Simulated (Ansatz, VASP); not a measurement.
# One calculation of BaTiO3, two programs

```xyz
5
Lattice="3.9998 -0.0600 -0.0600 -0.0600 3.9998 -0.0600 -0.0603 -0.0603 4.0180" Properties=species:S:1:pos:R:3 pbc="T T T"
Ba    0.0000    0.0000    0.0000
Ti    1.9398    1.9398    1.9490
O     1.9699    1.9699   -0.0600
O     1.9698   -0.0601    1.9790
O    -0.0601    1.9698    1.9790
```

Change from the starting cell: equal xy, yz and zx shear strains of -3 %, crystal datasets.

Alike in both runs: task electric field gradients; functional PBE; k mesh 7 × 7 × 7; occupations fermi-dirac, width 0.03 eV; no spin polarisation.

|  | VASP | Ansatz |
| --- | --- | --- |
| version | VASP 6.6.1 | Ansatz 0.2.0 |
| potentials or method | VASP PAW PBE potentials, release 64 (Ba_sv, Ti_sv, O), cutoff 520 eV | all-electron PAW with datasets made for the crystal, scalar-relativistic |

|  | VASP | Ansatz | Ansatz less VASP |
| --- | --- | --- | --- |
| gap on the k mesh at the Fermi level (eV) | 1.60 | 1.63 | +0.023 |
| pressure (GPa) | 3.7 | 1.9 | -1.78 |
| traceless stress, the component that is largest in VASP (GPa) | 3.81 | 3.70 | -0.111 |
| size of Vzz on the site where it differs most (V/Å²) | 35.2 | 32.2 | -2.97 |

Ansatz ran all-electron here, and VASP with PAW potentials.

Neither program's run includes spin-orbit coupling.
